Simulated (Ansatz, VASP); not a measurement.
**Two plane-wave programs on Au**

POSCAR

```
Au
1.0
    0.0000000000      2.0827296890      2.0827296890
    2.0827296890      0.0000000000      2.0827296890
    2.0827296890      2.0827296890      0.0000000000
Au
1
Direct
    0.0000000000      0.0000000000      0.0000000000
```

INCAR.step1

```
SYSTEM = Au
ALGO = Normal ; EDIFF = 1E-4
ENCUT = 520 ; GGA = PE
ISMEAR = 0 ; LASPH = .TRUE.
LCHARG = .FALSE. ; LREAL = .FALSE.
LWAVE = .TRUE. ; NBANDS = 12
NELM = 60 ; PREC = Accurate
SIGMA = 0.05
```

INCAR.step2

```
SYSTEM = Au
ALGO = Normal ; EDIFF = 1E-6
ENCUT = 520 ; ISIF = 2
ISMEAR = 0 ; ISTART = 1
LASPH = .TRUE. ; LCHARG = .TRUE.
LELF = .TRUE. ; LMIXTAU = .TRUE.
LREAL = .FALSE. ; LVHAR = .TRUE.
LWAVE = .FALSE. ; METAGGA = R2SCAN
NBANDS = 12 ; NELM = 60
PREC = Accurate ; SIGMA = 0.05
```

The input KPOINTS:

```
k-points
0
G
  18 18 18
  0 0 0
```

Input for Ansatz:

```yaml
crystal:
  lattice:
    - [0.0, 2.082729689, 2.082729689]
    - [2.082729689, 0.0, 2.082729689]
    - [2.082729689, 2.082729689, 0.0]
  atoms:
    - { symbol: Au, position: [0.0, 0.0, 0.0] }
basis:
  ecutwfc: 500
  ecutrho_ratio: 4
kpoints:
  mp_grid: { grid: [18, 18, 18] }
hamiltonian:
  xc: r2scan
scf:
  occupations: { method: gaussian, width: 0.05 }
output:
  forces: true
  stress: true
  eigenvalues: true
```

Alike in both runs: task single point; functional r2SCAN; k mesh 18 × 18 × 18; occupations gaussian, width 0.05 eV; no spin polarisation.

```csv
,VASP,Ansatz
version,VASP 6.6.1,Ansatz 0.2.0
potentials or method,"VASP PAW PBE potentials, release 64 (Au), cutoff 520 eV","scalar-relativistic, plane waves, PAW"
valence electrons in the cell,11,19
```

VASP gave:

* gap on the k mesh at the Fermi level (eV): none
* pressure (GPa): -4.0

**Question.** Estimate Ansatz's values.

**Answer.** gap on the k mesh at the Fermi level (eV): none; pressure (GPa): -4.2.

VASP's potentials were made for PBE, not for r2SCAN. A gap of «none» marks a metal or a gap that the smearing closes. The functional is the same, so the differences come from potentials, cutoffs and numerics. VASP's potentials hold 11 valence electrons a cell and Ansatz's 19, so a difference there can come from the potentials and not from the codes.

Neither program's run includes spin-orbit coupling.
